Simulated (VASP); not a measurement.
Runs of VASP 6.6.1 on Zn. The structure is that of space group P6_3/mmc (No. 194), or close to it. The cells are those of the table. 

| task | level | cell | k mesh | cutoff (eV) | smearing | grid for exact exchange (PRECFOCK) | share of exact exchange | screening parameter | gap on the mesh (eV) | pressure (GPa) |
| --- | --- | --- | --- | --- | --- | --- | --- | --- | --- | --- |
| single point | PBE | a = 2.697, b = 2.697, c = 4.966 Å, angles 90.0, 90.0, 120.0°, 2 atoms | 9 × 9 × 5 | 500 | fermi-dirac 0.05 eV | - | - | - | none | (a) |
| single point | PBE | a = 2.563, b = 2.563, c = 4.966 Å, angles 90.0, 90.0, 120.0°, 2 atoms | 10 × 10 × 5 | 500 | fermi-dirac 0.05 eV | - | - | - | none | 8.1 |
| relaxation of cell and atoms | PBEsol | relaxed to 20 GPa from a = 2.670, b = 2.670, c = 4.966 Å, angles 90.0, 90.0, 120.0°, 2 atoms | 11 × 11 × 6 | 600 | fermi-dirac 0.05 eV | - | - | - | none | 20.1 |
| single point | PBE-based screened hybrid | a = 2.636, b = 2.636, c = 5.125 Å, angles 90.0, 90.0, 120.0°, 2 atoms | 6 × 6 × 3 | 520 | fermi-dirac 0.05 eV | Normal | 0.25 | 0.3 1/Å | none | (b) |
| single point | PBE | a = 2.670, b = 2.670, c = 4.966 Å, angles 90.0, 90.0, 120.0°, 2 atoms | 4 × 4 × 2 | 520 | fermi-dirac 0.04 eV | - | - | - | none | -2.7 |
| relaxation of cell and atoms | PBEsol | relaxed to 5 GPa from a = 2.670, b = 2.670, c = 4.966 Å, angles 90.0, 90.0, 120.0°, 2 atoms | 11 × 11 × 6 | 600 | fermi-dirac 0.05 eV | - | - | - | none | 4.9 |
| single point | PBEsol | a = 2.675, b = 2.675, c = 4.414 Å, angles 90.0, 90.0, 120.0°, 2 atoms | 11 × 11 × 6 | 520 | fermi-dirac 0.05 eV | - | - | - | none | 2.5 |

Alike in all rows: potentials or basis VASP PAW PBE potentials, release 64 (Zn); no spin polarisation.

Question: Fill in the values left out.

Answer: (a) -1.8; (b) 0.1.

Caveats: some runs use coarse meshes; the PAW data sets were made with another functional, which shifts forces and pressure a little (some runs); the cell is relaxed towards a set pressure, so the enthalpy falls and the energy may rise (some runs).

A gap of «none» marks levels without a gap at the run's occupations.
